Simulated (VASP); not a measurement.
# Ag (Fm-3m) in VASP: a series of runs, part 2 of 2

VASP 6.6.1. The steps go on from the part before.

### Step 3. Single point, r2SCAN

Input file POSCAR:

```
Ag
1.0
    0.0000000000      2.0519023311      2.0519023311
    2.0519023311      0.0000000000      2.0519023311
    2.0519023311      2.0519023311      0.0000000000
Ag
1
Direct
    0.0000000000      0.0000000000      0.0000000000
```

Input file INCAR.step1:

```
SYSTEM = Ag
PREC = Accurate ; ENCUT = 520
ISMEAR = 1 ; SIGMA = 0.01
LREAL = .FALSE. ; LASPH = .TRUE.
NELM = 80 ; NBANDS = 12
GGA = PE ; ALGO = Normal
EDIFF = 1E-4 ; LWAVE = .TRUE.
LCHARG = .FALSE.
```

Input file INCAR.step2:

```
SYSTEM = Ag
PREC = Accurate ; ENCUT = 520
EDIFF = 1E-7 ; ISMEAR = 1
SIGMA = 0.01 ; LREAL = .FALSE.
LASPH = .TRUE. ; NELM = 80
ALGO = Normal ; ISIF = 2
LWAVE = .FALSE. ; LCHARG = .FALSE.
METAGGA = R2SCAN ; LMIXTAU = .TRUE.
NBANDS = 12 ; ISTART = 1
```

Input file KPOINTS:

```
Automatic mesh
0
G
  13 13 13
  0 0 0
```

Potentials or basis: VASP PAW PBE potentials, release 64 (Ag).

Command:

```console
cat potpaw_PBE.64/Ag/POTCAR > POTCAR
cp INCAR.step1 INCAR
mpirun -np 1 vasp_std > vasp.out
cp INCAR.step2 INCAR
mpirun -np 1 vasp_std > vasp.out
```

OUTCAR:

```text
SYSTEM = Ag
   PREC = Accurate
   ENCUT = 520
   EDIFF = 1E-7
   ISMEAR = 1
   LREAL = .FALSE.
   LASPH = .TRUE.
   NELM = 80
   ISIF = 2
   METAGGA = R2SCAN
   ISTART = 1

 ion  position               nearest neighbor table
   1  0.000  0.000  0.000-

  LATTYP: Found a face centered cubic cell.
 ALAT       =     4.1038046622

  Lattice vectors:

 A1 = (   0.0000000000,   2.0519023311,   2.0519023311)
 A2 = (   2.0519023311,   0.0000000000,   2.0519023311)
 A3 = (   2.0519023311,   2.0519023311,   0.0000000000)

Analysis of symmetry for initial positions (statically):
[... 530 lines left out ...]
      5       4.9921      2.00000
      6       7.8752      2.00000
      7      14.0731      0.00000
      8      22.9819      0.00000
      9      24.1875      0.00000
     10      25.3471      0.00000
     11      33.8703      0.00000
     12      33.9013      0.00000

 [... further k-points ...]
[... 5 lines left out ...]
  --------------------------------------------------------------------------------------
  -------------------------------------------------------------------------------------
  Total       -0.0053263     -0.0053263     -0.0053263     -0.0000000     -0.0000000      0.0000000
  in kB       -0.4938962     -0.4938962     -0.4938962     -0.0000000     -0.0000000      0.0000000
  external PRESSURE =      -0.4938962 kB  Pullay stress =       0.0000000 kB

 VOLUME and BASIS-vectors are now :
 -----------------------------------------------------------------------------
  energy-cutoff  :      520.00
  volume of cell :       17.28
      direct lattice vectors                 reciprocal lattice vectors
     0.000000000  2.051902331  2.051902331    -0.243676316  0.243676316  0.243676316
     2.051902331  0.000000000  2.051902331     0.243676316 -0.243676316  0.243676316
     2.051902331  2.051902331  0.000000000     0.243676316  0.243676316 -0.243676316

 POSITION                                       TOTAL-FORCE (eV/Angst)
 -----------------------------------------------------------------------------------
      0.00000      0.00000      0.00000        -0.000000     -0.000000      0.000000
 -----------------------------------------------------------------------------------
    total drift:                               -0.000000      0.000000      0.000000

  FREE ENERGIE OF THE ION-ELECTRON SYSTEM (eV)
  ---------------------------------------------------
  free  energy   TOTEN  =       -21.3544250766 eV

  energy  without entropy=      -21.3544281690  energy(sigma->0) =      -21.35442611
```

OUTCAR.step1:

```text
SYSTEM = Ag
   PREC = Accurate
   ENCUT = 520
   ISMEAR = 1
   LREAL = .FALSE.
   LASPH = .TRUE.
   NELM = 80
[... 577 lines left out ...]
 -----------------------------------------------------------------------------------
      0.00000      0.00000      0.00000        -0.000000     -0.000000     -0.000000
 -----------------------------------------------------------------------------------
    total drift:                               -0.000000      0.000000      0.000000

  FREE ENERGIE OF THE ION-ELECTRON SYSTEM (eV)
  ---------------------------------------------------
  free  energy   TOTEN  =        -2.7101870516 eV

  energy  without entropy=       -2.7101501913  energy(sigma->0) =       -2.71017476
```

OSZICAR.step1:

```text
N       E                     dE             d eps       ncg     rms          rms(c)
DAV:   1     0.534387436495E+02    0.53439E+02   -0.55609E+03  2032   0.829E+02
DAV:   2    -0.210860424413E+01   -0.55547E+02   -0.52388E+02  2352   0.197E+02
DAV:   3    -0.296328699753E+01   -0.85468E+00   -0.85419E+00  2360   0.256E+01
DAV:   4    -0.296593018972E+01   -0.26432E-02   -0.26431E-02  2344   0.151E+00
DAV:   5    -0.296595133479E+01   -0.21145E-04   -0.21145E-04  2360   0.122E-01    0.504E+00
DAV:   6    -0.272086313109E+01    0.24509E+00   -0.96358E-01  2220   0.878E+00    0.327E+00
DAV:   7    -0.271300088626E+01    0.78622E-02   -0.10110E-02  2332   0.947E-01    0.186E+00
DAV:   8    -0.271018578459E+01    0.28151E-02   -0.68892E-04  2272   0.206E-01    0.109E-01
DAV:   9    -0.271018705161E+01   -0.12670E-05   -0.11271E-05  1296   0.294E-02
   1 F= -.27101871E+01 E0= -.27101748E+01  d E =-.368603E-04
```

Run time: 37 s. Hardware: 1 thread of Intel Xeon 6975P-C, shared host; peak memory 0.15 GiB.

Results:

| Property | Result |
| --- | --- |
| Free energy | -21.3544 eV |
| Pressure | 0.0 GPa |

Caveat: the PAW data sets were made with another functional, which shifts forces and pressure a little.

### Step 4. Single point, r2SCAN

POSCAR is that of step 3.

Input file INCAR.step1:

```
PREC = Accurate ; ENCUT = 520
ISMEAR = 1 ; SIGMA = 0.03
LREAL = False ; LASPH = True
NELM = 100 ; NBANDS = 12
GGA = PE ; ALGO = Normal
EDIFF = 1E-4 ; LWAVE = True
LCHARG = False
```

Input file INCAR.step2:

```
PREC = Accurate ; ENCUT = 520
EDIFF = 1E-6 ; ISMEAR = 1
SIGMA = 0.03 ; LREAL = False
LASPH = True ; NELM = 100
ALGO = Normal ; ISIF = 2
LWAVE = False ; LCHARG = False
METAGGA = R2SCAN ; LMIXTAU = True
NBANDS = 12 ; ISTART = 1
```

Input file KPOINTS:

```
regular mesh
0
Gamma
  13 13 13
```

Command:

```console
cat potpaw_PBE.64/Ag/POTCAR > POTCAR
cp INCAR.step1 INCAR
mpirun -np 1 vasp_std > vasp.out
cp INCAR.step2 INCAR
mpirun -np 1 vasp_std > vasp.out
```

It took 36 s on 1 thread of Intel Xeon 6975P-C, shared host; peak memory 0.15 GiB.

Results (log left out):

```yaml
Free_energy: -21.3544 eV
Pressure: -0.1 GPa
```

Levels at points of the mesh, in eV from the Fermi level:
```tsv
k point	band 3	band 4	band 5	band 6	band 7	band 8	band 9	band 10
(0.00, 0.00, 0.00)	-5.31	-5.31	-4.29	-4.29	16.41	20.06	20.06	20.06
```

Caveat: the PAW data sets were made with another functional, which shifts forces and pressure a little.

### Step 5. Single point, r2SCAN

POSCAR is that of step 4.

Input file INCAR.step1:

```
ALGO     = Normal         # electronic algorithm
EDIFF    = 1E-4           # SCF threshold, eV
ENCUT    = 520            # plane-wave cutoff, eV
GGA      = PE             # functional
ISMEAR   = 1              # smearing method
LASPH    = T              # aspherical terms in the spheres
LCHARG   = F              # write CHGCAR
LREAL    = F              # projectors in reciprocal space
LWAVE    = T              # write WAVECAR
NBANDS   = 12             # bands
NELM     = 80             # most SCF steps
PREC     = Accurate       # precision mode
SIGMA    = 0.1            # smearing width, eV
```

Input file INCAR.step2:

```
ALGO     = Normal         # electronic algorithm
EDIFF    = 1E-6           # SCF threshold, eV
ENCUT    = 520            # plane-wave cutoff, eV
ISIF     = 2              # what is computed and relaxed
ISMEAR   = 1              # smearing method
ISTART   = 1            
LASPH    = T              # aspherical terms in the spheres
LCHARG   = F              # write CHGCAR
LMIXTAU  = T            
LREAL    = F              # projectors in reciprocal space
LWAVE    = F              # write WAVECAR
METAGGA  = R2SCAN         # meta-GGA
NBANDS   = 12             # bands
NELM     = 80             # most SCF steps
PREC     = Accurate       # precision mode
SIGMA    = 0.1            # smearing width, eV
```

Input file KPOINTS:

```
k-points
0
Gamma
  13 13 13
```

Command:

```console
cat potpaw_PBE.64/Ag/POTCAR > POTCAR
cp INCAR.step1 INCAR
mpirun -np 1 vasp_std > vasp.out
cp INCAR.step2 INCAR
mpirun -np 1 vasp_std > vasp.out
```

It took 33 s on 1 thread of Intel Xeon 6975P-C, shared host; peak memory 0.15 GiB.

It converged, with:

| Item | Value |
| --- | --- |
| Free energy | -21.3545 eV |
| Pressure | -0.1 GPa |

Levels at points of the mesh, in eV from the Fermi level:
| k point | band 2 | band 3 | band 4 | band 5 | band 6 | band 7 | band 8 | band 9 | band 10 | band 11 |
| --- | --- | --- | --- | --- | --- | --- | --- | --- | --- | --- |
| (0.00, 0.00, 0.00) | -5.31 | -5.31 | -5.31 | -4.29 | -4.29 | 16.41 | 20.06 | 20.06 | 20.06 | 24.99 |

Caveat: the PAW data sets were made with another functional, which shifts forces and pressure a little.

### Step 6. Single point, r2SCAN

POSCAR is that of step 5.

Input file INCAR.step1:

```
PREC = Accurate
ENCUT = 520
ISMEAR = 1
SIGMA = 0.2
LREAL = False
LASPH = True
NELM = 60
NBANDS = 12
GGA = PE
ALGO = Normal
EDIFF = 1E-4
LWAVE = True
LCHARG = False
```

Input file INCAR.step2:

```
PREC = Accurate
ENCUT = 520
EDIFF = 1E-7
ISMEAR = 1
SIGMA = 0.2
LREAL = False
LASPH = True
NELM = 60
ALGO = Normal
ISIF = 2
LWAVE = False
LCHARG = True
METAGGA = R2SCAN
LMIXTAU = True
LELF = True
LVHAR = True
NBANDS = 12
ISTART = 1
```

Input file KPOINTS:

```
Automatic mesh
0
Gamma
  13 13 13
```

Potentials or basis: VASP PAW PBE potentials, release 64 (Ag).

Command:

```console
cat potpaw_PBE.64/Ag/POTCAR > POTCAR
cp INCAR.step1 INCAR
mpirun -np 1 vasp_std > vasp.out
cp INCAR.step2 INCAR
mpirun -np 1 vasp_std > vasp.out
```

Wall time 3.3 min (1 thread of AMD EPYC, shared host); peak memory 0.12 GiB.

It converged, with:

```yaml
Free_energy: -21.3550 eV
Pressure: 0.0 GPa
```

Levels at points of the mesh, in eV from the Fermi level:
```tsv
k point	band 2	band 3	band 4	band 5	band 6	band 7	band 8	band 9	band 10	band 11
(0.00, 0.00, 0.00)	-5.30	-5.30	-5.30	-4.28	-4.28	16.41	20.07	20.07	20.07	25.00
```

Caveat: the PAW data sets were made with another functional, which shifts forces and pressure a little.

### Step 7. The runs side by side

| smearing | gap on the mesh (eV) | pressure (GPa) |
| --- | --- | --- |
| gaussian 1 eV | none | 0.5 |
| methfessel-paxton 0.01 eV | none | 0.0 |
| methfessel-paxton 0.03 eV | none | -0.1 |
| methfessel-paxton 0.1 eV | none | -0.1 |
| methfessel-paxton 0.2 eV | none | 0.0 |

Alike in all rows: task single point; level r2SCAN; potentials or basis VASP PAW PBE potentials, release 64 (Ag); no spin polarisation; cell as given; k mesh 13 × 13 × 13; cutoff (eV) 520.

Every run on the cell as given and a fine mesh finds a metal.

Caveats: the PAW data sets were made with another functional, which shifts forces and pressure a little.

Total energies depend on the potentials used, so only differences within one code and one set of settings carry meaning.
